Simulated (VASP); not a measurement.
# BaTiO3 (Pm-3m) in VASP: settings compared

Aim: see how the results for BaTiO3 move with the level of theory and the settings. Levels: PBEsol, PBE. Tasks: relaxation of cell and atoms, single point.

Program: VASP 6.6.1. These are calculated values, not measurements. Logs are shortened: lines on timing, memory, paths and dates and some standing lists are left out, and cuts for length are marked.

## 1. The cell of the first run

Symmetry: Pm-3m, No. 221, cubic system. Conventional cell: a = 4.006 Å, b = 4.006 Å, c = 4.006 Å, α = 90.00°, β = 90.00°, γ = 90.00°. Within 3.7 Å of Ba (site symmetry m-3m) lie 12 O at 2.83 Å and 8 Ti at 3.47 Å. Within 2.7 Å of Ti (site symmetry m-3m) lie 6 O at 2.00 Å. O (site symmetry 4/mmm) has 2 Ti at 2.00 Å within 2.7 Å.

## 2. Relaxation of cell and atoms, PBEsol

The input, INCAR:

```
ALGO = Normal
EDIFF = 1E-7
EDIFFG = -0.01
ENCUT = 600
GGA = PS
IBRION = 2
ISIF = 3
ISMEAR = -1
LASPH = T
LCHARG = F
LREAL = F
LWAVE = F
NELM = 80
NSW = 60
PREC = Accurate
SIGMA = 0.05
```

The input, KPOINTS:

```
k-points
0
Gamma
  7 7 7
```

The input, POSCAR:

```
BaTiO3
1.0
    4.0060000000      0.0000000000      0.0000000000
    0.0000000000      4.0060000000      0.0000000000
    0.0000000000      0.0000000000      4.0060000000
Ba Ti O
1 1 3
Direct
    0.5000000000      0.5000000000      0.5000000000
    0.0000000000      0.0000000000      0.0000000000
    0.0000000000      0.0000000000      0.5000000000
    0.0000000000      0.5000000000      0.0000000000
    0.5000000000      0.0000000000      0.0000000000
```

Potentials or basis: VASP PAW PBE potentials, release 64 (Ba_sv, Ti_sv, O).

Run with:

```sh
> cat potpaw_PBE.64/Ba_sv/POTCAR potpaw_PBE.64/Ti_sv/POTCAR potpaw_PBE.64/O/POTCAR > POTCAR
> mpirun -np 1 vasp_std > vasp.out
```

OUTCAR:

```text
EDIFF = 1E-7
   EDIFFG = -0.01
   ENCUT = 600
   GGA = PS
   IBRION = 2
   ISIF = 3
   ISMEAR = -1
   LASPH = T
   LREAL = F
   NELM = 80
   NSW = 60
   PREC = Accurate

 ion  position               nearest neighbor table
   1  0.500  0.500  0.500-   3 2.83   4 2.83   5 2.83   4 2.83   5 2.83   3 2.83   5 2.83   5 2.83
                             3 2.83   4 2.83   4 2.83   3 2.83   2 3.47   2 3.47   2 3.47   2 3.47
   2  0.000  0.000  0.000-   3 2.00   4 2.00   5 2.00   3 2.00   4 2.00   5 2.00   1 3.47   1 3.47
                             1 3.47   1 3.47   1 3.47   1 3.47   1 3.47   1 3.47
   3  0.000  0.000  0.500-   2 2.00   2 2.00   1 2.83   1 2.83   1 2.83   1 2.83
   4  0.000  0.500  0.000-   2 2.00   2 2.00   1 2.83   1 2.83   1 2.83   1 2.83
   5  0.500  0.000  0.000-   2 2.00   2 2.00   1 2.83   1 2.83   1 2.83   1 2.83

  LATTYP: Found a simple cubic cell.
 ALAT       =     4.0060000000

  Lattice vectors:

 A1 = (   4.0060000000,   0.0000000000,   0.0000000000)
 A2 = (   0.0000000000,   4.0060000000,   0.0000000000)
 A3 = (   0.0000000000,   0.0000000000,   4.0060000000)

Analysis of symmetry for initial positions (statically):
=====================================================================
 Subroutine PRICEL returns:
 Original cell was already a primitive cell.

 Routine SETGRP: Setting up the symmetry group for a
 simple cubic supercell.

 Subroutine GETGRP returns: Found 48 space group operations
 (whereof 48 operations were pure point group operations)
 out of a pool of 48 trial point group operations.

The static configuration has the point symmetry O_h .

Analysis of symmetry for dynamics (positions and initial velocities):
=====================================================================
 Subroutine PRICEL returns:
 Original cell was already a primitive cell.

 Routine SETGRP: Setting up the symmetry group for a
 simple cubic supercell.

 Subroutine GETGRP returns: Found 48 space group operations
 (whereof 48 operations were pure point group operations)
 out of a pool of 48 trial point group operations.

The dynamic configuration has the point symmetry O_h .

 Subroutine INISYM returns: Found 48 space group operations
 (whereof 48 operations are pure point group operations),
 and found     1 'primitive' translations

----------------------------------------------------------------------------------------

                                     Primitive cell

  volume of cell :      64.2884

  direct lattice vectors                    reciprocal lattice vectors
     4.006000000  0.000000000  0.000000000     0.249625562  0.000000000  0.000000000
     0.000000000  4.006000000  0.000000000     0.000000000  0.249625562  0.000000000
     0.000000000  0.000000000  4.006000000     0.000000000  0.000000000  0.249625562

  length of vectors
     4.006000000  4.006000000  4.006000000     0.249625562  0.249625562  0.249625562

  position of ions in fractional coordinates (direct lattice)
     0.500000000  0.500000000  0.500000000
     0.000000000  0.000000000  0.000000000
     0.000000000  0.000000000  0.500000000
     0.000000000  0.500000000  0.000000000
     0.500000000  0.000000000  0.000000000

  ion indices of the primitive-cell ions
   primitive index   ion index
                 1           1
                 2           2
                 3           3
                 4           4
                 5           5

----------------------------------------------------------------------------------------

 KPOINTS: k-points

Automatic generation of k-mesh.
 Grid dimensions read from file:
 generate k-points for:    7    7    7

 Generating k-lattice:

  Cartesian coordinates                     Fractional coordinates (reciprocal lattice)
     0.035660795  0.000000000  0.000000000     0.142857143  0.000000000  0.000000000
     0.000000000  0.035660795  0.000000000     0.000000000  0.142857143  0.000000000
     0.000000000  0.000000000  0.035660795     0.000000000  0.000000000  0.142857143

  Length of vectors
     0.035660795  0.035660795  0.035660795

  Shift w.r.t. Gamma in fractional coordinates (k-lattice)
     0.000000000  0.000000000  0.000000000

 Subroutine IBZKPT returns following result:
 ===========================================

 Found     20 irreducible k-points:

 Following reciprocal coordinates:
            Coordinates               Weight
  0.000000  0.000000  0.000000      1.000000
  0.142857  0.000000  0.000000      6.000000
  0.285714  0.000000  0.000000      6.000000
  0.428571  0.000000  0.000000      6.000000
  0.142857  0.142857  0.000000     12.000000
  0.285714  0.142857  0.000000     24.000000
[... 12 lines left out ...]
  0.428571  0.428571  0.285714     24.000000
  0.428571  0.428571  0.428571      8.000000
   k-points           NKPTS =     20   k-points in BZ     NKDIM =     20   number of bands    NBANDS=     24
   number of dos      NEDOS =    301   number of ions     NIONS =      5
   total plane-waves  NPLWV =  32768
   dimension x,y,z NGX =    32 NGY =   32 NGZ =   32
   dimension x,y,z NGXF=    64 NGYF=   64 NGZF=   64
   ions per type =               1   1   3
   NGX,Y,Z   is equivalent  to a cutoff of  13.28, 13.28, 13.28 a.u.
   NGXF,Y,Z  is equivalent  to a cutoff of  26.56, 26.56, 26.56 a.u.
 SYSTEM =  unknown system
   PREC   = accura    normal or accurate (medium, high low for compatibility)
   ISTART =      0    job   : 0-new  1-cont  2-samecut
   ICHARG =      2    charge: 1-file 2-atom 10-const
   ISPIN  =      1    spin polarized calculation?
   LNONCOLLINEAR =      F non collinear calculations
   LSORBIT =      F    spin-orbit coupling
   LASPH  =      T    aspherical Exc in radial PAW
   ENCUT  =  600.0 eV  44.10 Ry    6.64 a.u.   8.00  8.00  8.00*2*pi/ulx,y,z
   NELM   =     80;   NELMIN=  2; NELMDL= -5     # of ELM steps
   EDIFF  = 0.1E-06   stopping-criterion for ELM
   LREAL  =      F    real-space projection
   EDIFFG = -.1E-01   stopping-criterion for IOM
   NSW    =     60    number of steps for IOM
   IBRION =      2    ionic relax: 0-MD 1-quasi-New 2-CG
   NFREE  =      1    steps in history (QN), initial steepest desc. (CG)
   ISIF   =      3    stress and relaxation
   ISYM   =      2    0-nonsym 1-usesym 2-fastsym
   POTIM  = 0.5000    time-step for ionic-motion
   TEBEG  =    0.0;   TEEND  =   0.0 temperature during run
   PSTRESS=    0.0 pullay stress
   NELECT =      40.0000    total number of electrons
   NUPDOWN=      -1.0000    fix difference up-down
   EMIN   =  10.00;   EMAX   =-10.00  energy-range for DOS
   EFERMI =   0.00;   METHOD = LEGACY
   ISMEAR =    -1;   SIGMA  =   0.05  broadening in eV -4-tet -1-fermi 0-gaus
   EFERMI_NEDOS =   21; number of points for ismear=-14 and -15
   IALGO  =     38    algorithm
   IMIX   =      4    mixing-type and parameters
     AMIX     =   0.40;   BMIX     =  1.00
     AMIX_MAG =   1.60;   BMIX_MAG =  1.00
  volume/ion in A,a.u.               =      12.86        86.77
  Fermi-wavevector in a.u.,A,eV,Ry     =   1.397603  2.641087 26.576187  1.953295
  Thomas-Fermi vector in A             =   2.520843
   LORBIT       =      0    0 simple, 1 ext, 2 COOP (PROOUT), +10 PAW based schemes
   GGA     = PS    functional components
   LHFCALC =     F    Hartree Fock is set to
   AEXX    =    0.0000 exact exchange contribution
   IVDW    =     0    specifies the selected vdW correction
   LEPSILON=     F    determine dielectric tensor
   LRPA    =     F    only Hartree local field effects (RPA)
 conjugate gradient relaxation of ions
 non-spin polarized calculation
  energy-cutoff  :      600.00
  volume of cell :       64.29
 maximum number of plane-waves:      2170
   NGX = 17   NGY = 17   NGZ = 17

--------------------------------------- Ionic step        1  -------------------------------------------

 number of electron      39.9999998 magnetization

 Free energy of the ion-electron system (eV)
  ---------------------------------------------------
  ext. energy  EPLUGINS =         0.00000000
  ---------------------------------------------------
  free energy    TOTEN  =       -41.97896099 eV

  energy without entropy =      -41.97896098  energy(sigma->0) =      -41.97896099

------------------------ aborting loop because EDIFF is reached ----------------------------------------

  FORCE on cell =-STRESS in cart. coord.  units (eV):
  Direction    XX          YY          ZZ          XY          YZ          ZX
  --------------------------------------------------------------------------------------
  -------------------------------------------------------------------------------------
  Total       -1.1831415     -1.1831415     -1.1831415      0.0000000      0.0000000     -0.0000000
  in kB      -29.4859024    -29.4859024    -29.4859024      0.0000000      0.0000000     -0.0000000
  external PRESSURE =     -29.4859024 kB  Pullay stress =       0.0000000 kB
[... 63 lines left out ...]
  energy  without entropy=      -41.9786799271  energy(sigma->0) =      -41.97867993

--------------------------------------- Ionic step        3  -------------------------------------------

 number of electron      39.9999986 magnetization

 Free energy of the ion-electron system (eV)
  ---------------------------------------------------
  ext. energy  EPLUGINS =         0.00000000
  ---------------------------------------------------
  free energy    TOTEN  =       -41.98924535 eV

  energy without entropy =      -41.98924534  energy(sigma->0) =      -41.98924534

 E-fermi :   4.6674     XC(G=0): -11.5945

 val. band max:        3.7394515650   @ k =   0.4286   0.4286   0.4286
 cond. band min:       5.5299663814   @ k =   0.0000   0.0000   0.0000
 fundamental gap:      1.7905148164
 Fermi energy:         4.6673656666

 k-point     1 :       0.0000    0.0000    0.0000
  band No.  band energies     occupation
      1     -52.5055      2.00000
      2     -28.8381      2.00000
      3     -28.8381      2.00000
      4     -28.8381      2.00000
      5     -20.9230      2.00000
      6     -13.0460      2.00000
[... 561 lines left out ...]
  FREE ENERGIE OF THE ION-ELECTRON SYSTEM (eV)
  ---------------------------------------------------
  free  energy   TOTEN  =       -41.9892453454 eV

  energy  without entropy=      -41.9892453427  energy(sigma->0) =      -41.98924534

 reached required accuracy - stopping structural energy minimisation
```

Wall time 80 s (1 thread of AMD EPYC 7R13 (Zen 3), shared host); peak memory 0.19 GiB.

What came out:

```yaml
Free_energy: -41.9892 eV
Relaxed_volume: 12.64 Å³/atom
Relaxed_cell: a = 3.983 Å, b = 3.983 Å, c = 3.983 Å, α = 90.00°, β = 90.00°, γ = 90.00°
Space_group_after_relaxing_to_0.05_Å: Pm-3m (No. 221)
Energy_gained_by_relaxing: 2.1 meV/atom
Ionic_steps: 3
Pressure_after_relaxing: 0.0 GPa
Band_gap_on_the_k_mesh: 1.79 eV, indirect (least direct gap 1.86 eV)
```

Step by step:
```csv
step,energy change (eV),largest force (eV/Å),pressure (GPa),volume (Å³)
1,0.0000,0.0000,-2.95,64.29
2,0.0003,0.0000,3.19,62.11
3,-0.0103,0.0000,-0.01,63.19
```

Final structure:
```yaml
crystal:
  lattice:
    - [3.98311, 0.00000, 0.00000]
    - [0.00000, 3.98311, 0.00000]
    - [0.00000, 0.00000, 3.98311]
  atoms:
    - { symbol: Ba, position: [0.50000, 0.50000, 0.50000] }
    - { symbol: Ti, position: [0.00000, 0.00000, 0.00000] }
    - { symbol: O, position: [0.00000, 0.00000, 0.50000] }
    - { symbol: O, position: [0.00000, 0.50000, 0.00000] }
    - { symbol: O, position: [0.50000, 0.00000, 0.00000] }
```

Caveat: the PAW data sets were made with another functional, which shifts forces and pressure a little; spin-orbit coupling is left out, which moves the levels of the heavy elements. As with any semilocal functional, this PBEsol gap is likely too small.

## 3. Single point, PBE

This run uses another cell than the first one, of 12.09 Å³/atom, 0.940 times its volume.

The input, INCAR:

```
ALGO = Normal
EDIFF = 1E-6
ENCUT = 520
GGA = PE
ISIF = 2
ISMEAR = -1
LASPH = T
LCHARG = T
LELF = T
LREAL = F
LVHAR = T
LWAVE = F
NBANDS = 28
NELM = 60
PREC = Accurate
SIGMA = 0.05
```

KPOINTS is that of step 2.

POSCAR, as its differences from that of step 2:

```diff
@@ -2,5 +2,5 @@
 1.0
-    4.0060000000      0.0000000000      0.0000000000
-    0.0000000000      4.0060000000      0.0000000000
-    0.0000000000      0.0000000000      4.0060000000
+    3.9242219515      0.0000000000      0.0000000000
+    0.0000000000      3.9242219515      0.0000000000
+    0.0000000000      0.0000000000      3.9242219515
 Ba Ti O
```

Potentials or basis: VASP PAW PBE potentials, release 64 (Ba_sv, Ti_sv, O).

Run with:

```sh
> cat potpaw_PBE.64/Ba_sv/POTCAR potpaw_PBE.64/Ti_sv/POTCAR potpaw_PBE.64/O/POTCAR > POTCAR
> mpirun -np 1 vasp_std > vasp.out
```

OUTCAR:

```text
EDIFF = 1E-6
   ENCUT = 520
   GGA = PE
   ISIF = 2
   ISMEAR = -1
   LASPH = T
   LREAL = F
   NELM = 60
   PREC = Accurate

 ion  position               nearest neighbor table
   1  0.500  0.500  0.500-   3 2.77   4 2.77   5 2.77   4 2.77   5 2.77   3 2.77   5 2.77   5 2.77
                             3 2.77   4 2.77   4 2.77   3 2.77   2 3.40   2 3.40   2 3.40   2 3.40
   2  0.000  0.000  0.000-   3 1.96   4 1.96   5 1.96   3 1.96   4 1.96   5 1.96   1 3.40   1 3.40
[... 821 lines left out ...]
  -------------------------------------------------------------------------------------
  Total        6.0464226      6.0464226      6.0464226      0.0000000     -0.0000000      0.0000000
  in kB      160.3054895    160.3054895    160.3054895      0.0000000     -0.0000000      0.0000000
  external PRESSURE =     160.3054895 kB  Pullay stress =       0.0000000 kB

 VOLUME and BASIS-vectors are now :
 -----------------------------------------------------------------------------
  energy-cutoff  :      520.00
  volume of cell :       60.43
      direct lattice vectors                 reciprocal lattice vectors
     3.924221951  0.000000000  0.000000000     0.254827584  0.000000000  0.000000000
     0.000000000  3.924221951  0.000000000     0.000000000  0.254827584  0.000000000
     0.000000000  0.000000000  3.924221951     0.000000000  0.000000000  0.254827584

 POSITION                                       TOTAL-FORCE (eV/Angst)
 -----------------------------------------------------------------------------------
      1.96211      1.96211      1.96211         0.000000      0.000000      0.000000
      0.00000      0.00000      0.00000         0.000000      0.000000      0.000000
      0.00000      0.00000      1.96211         0.000000      0.000000      0.000000
      0.00000      1.96211      0.00000         0.000000      0.000000      0.000000
      1.96211      0.00000      0.00000         0.000000      0.000000      0.000000
 -----------------------------------------------------------------------------------
    total drift:                                0.000000     -0.000000      0.000000

  FREE ENERGIE OF THE ION-ELECTRON SYSTEM (eV)
  ---------------------------------------------------
  free  energy   TOTEN  =       -39.7409638976 eV

  energy  without entropy=      -39.7409638969  energy(sigma->0) =      -39.74096390
```

It took 37 s on 1 thread of Intel Xeon 6975P-C, shared host; peak memory 0.19 GiB.

What came out:

| Property | Result |
| --- | --- |
| Free energy | -39.7410 eV |
| Pressure | 16.0 GPa |
| Band gap on the k mesh | 1.92 eV, indirect (least direct gap 1.94 eV) |

Caveat: spin-orbit coupling is left out, which moves the levels of the heavy elements.

## 4. Single point, PBE

This run uses another cell than the first one, of 13.11 Å³/atom, 1.020 times its volume.

The input, INCAR:

```
SYSTEM = BaTiO3
PREC = Accurate
ENCUT = 520
EDIFF = 1E-7
ISMEAR = -1
SIGMA = 0.05
LREAL = .False.
LASPH = .True.
NELM = 100
ALGO = Normal
ISIF = 2
LWAVE = .False.
LCHARG = .True.
GGA = PE
LELF = .True.
LVHAR = .True.
NBANDS = 28
```

The input, KPOINTS:

```
Automatic mesh
0
Gamma
  7 7 7
  0 0 0
```

POSCAR, as its differences from that of step 3:

```diff
@@ -2,5 +2,5 @@
 1.0
-    3.9242219515      0.0000000000      0.0000000000
-    0.0000000000      3.9242219515      0.0000000000
-    0.0000000000      0.0000000000      3.9242219515
+    4.0325305745      0.0000000000      0.0000000000
+    0.0000000000      4.0325305745      0.0000000000
+    0.0000000000      0.0000000000      4.0325305745
 Ba Ti O
```

Run with:

```sh
> cat potpaw_PBE.64/Ba_sv/POTCAR potpaw_PBE.64/Ti_sv/POTCAR potpaw_PBE.64/O/POTCAR > POTCAR
> mpirun -np 1 vasp_std > vasp.out
```

Run time: 40 s. Hardware: 1 thread of Intel Xeon 6975P-C, shared host; peak memory 0.19 GiB.

Results (log left out):

```yaml
Free_energy: -39.9859 eV
Pressure: 0.1 GPa
Band_gap_on_the_k_mesh: 1.76 eV, indirect (least direct gap 1.87 eV)
```

Levels at points of the mesh, in eV from the valence-band top:
| k point | band 17 | band 18 | band 19 | band 20 | band 21 | band 22 | band 23 | band 24 |
| --- | --- | --- | --- | --- | --- | --- | --- | --- |
| (0.00, 0.00, 0.00) | -1.00 | -0.11 | -0.11 | -0.11 | 1.76 | 1.76 | 1.76 | 3.81 |

Caveat: spin-orbit coupling is left out, which moves the levels of the heavy elements.

## 5. Single point, PBE

This run uses another cell than the first one, of 13.37 Å³/atom, 1.040 times its volume.

The input, INCAR:

```
  PREC = Accurate
  ENCUT = 520
  EDIFF = 1E-7
  ISMEAR = -1
  SIGMA = 0.05
  LREAL = F
  LASPH = T
  NELM = 100
  ALGO = Normal
  ISIF = 2
  LWAVE = F
  LCHARG = F
  GGA = PE
  NBANDS = 28
```

The input, KPOINTS:

```
regular mesh
0
Gamma
  7 7 7
```

POSCAR, as its differences from that of step 4:

```diff
@@ -2,5 +2,5 @@
 1.0
-    4.0325305745      0.0000000000      0.0000000000
-    0.0000000000      4.0325305745      0.0000000000
-    0.0000000000      0.0000000000      4.0325305745
+    4.0587165717      0.0000000000      0.0000000000
+    0.0000000000      4.0587165717      0.0000000000
+    0.0000000000      0.0000000000      4.0587165717
 Ba Ti O
```

Run with:

```sh
> cat potpaw_PBE.64/Ba_sv/POTCAR potpaw_PBE.64/Ti_sv/POTCAR potpaw_PBE.64/O/POTCAR > POTCAR
> mpirun -np 1 vasp_std > vasp.out
```

Run time: 41 s. Hardware: 1 thread of Intel Xeon 6975P-C, shared host; peak memory 0.19 GiB.

The run converged. Its results:

| Item | Value |
| --- | --- |
| Free energy | -39.9756 eV |
| Pressure | -2.9 GPa |
| Band gap on the k mesh | 1.72 eV, indirect (least direct gap 1.84 eV) |

Levels at points of the mesh, in eV from the valence-band top:
```
           k point  band 18  band 19  band 20  band 21  band 22  band 23
(0.00, 0.00, 0.00)    -0.13    -0.13    -0.13     1.72     1.72     1.72
```

Caveat: spin-orbit coupling is left out, which moves the levels of the heavy elements. A k mesh can miss the band edges.

## 6. Overview

```tsv
task	level	cell	cutoff (eV)	gap on the mesh (eV)	pressure (GPa)
relaxation of cell and atoms	PBEsol	relaxed from a = 4.006 Å, 5 atoms	600	1.79	0.0
single point	PBE	a = 3.924 Å, 5 atoms	520	1.92	16.0
single point	PBE	a = 4.033 Å, 5 atoms	520	1.76	0.1
single point	PBE	a = 4.059 Å, 5 atoms	520	1.72	-2.9
```

Alike in all rows: potentials or basis VASP PAW PBE potentials, release 64 (Ba_sv, Ti_sv, O); no spin polarisation; k mesh 7 × 7 × 7; smearing fermi-dirac 0.05 eV.

Caveats: spin-orbit coupling is left out, which moves the levels of the heavy elements; the PAW data sets were made with another functional, which shifts forces and pressure a little (some runs).

Absolute energies hang on the potentials; compare differences alone.
